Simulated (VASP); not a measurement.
## PtSe2: vibrations by perturbation theory with PBEsol

The system is PtSe2.

```
CELL_PARAMETERS angstrom
3.72400 0.00000 0.00000
-1.86200 3.22508 0.00000
0.00000 0.00000 5.06200
ATOMIC_POSITIONS crystal
Pt 0.00000 0.00000 0.00000
Se 0.66667 0.33333 0.75000
Se 0.33333 0.66667 0.25000
```

```
Program                : VASP 6.6.1
Task                   : vibrations by perturbation theory
Functional             : PBEsol
Potentials or basis    : VASP PAW PBE potentials, release 64 (Pt, Se)
Cutoff                 : 520 eV
k mesh                 : 7 × 7 × 5
Occupations            : fermi-dirac, width 0.05 eV
Spin                   : no spin polarisation
Dipole correction      : no
Further INCAR settings : ALGO = Normal; EDIFF = 1e-08; IBRION = 8; NSW = 1
```

The highest phonon frequency at Γ, LO-TO splitting left out is 225 cm⁻¹.

Phonon frequencies in cm⁻¹ (negative: imaginary):
```
              q point                    frequencies
(0.000, 0.000, 0.000)  0 0 0 173 173 204 223 223 225
```

Run time: 12 min on 1 thread of AMD EPYC 7R13, on a shared host, peak memory 0.41 GiB.

Caveat: the cell stands under pressure or tension, which shifts response properties.
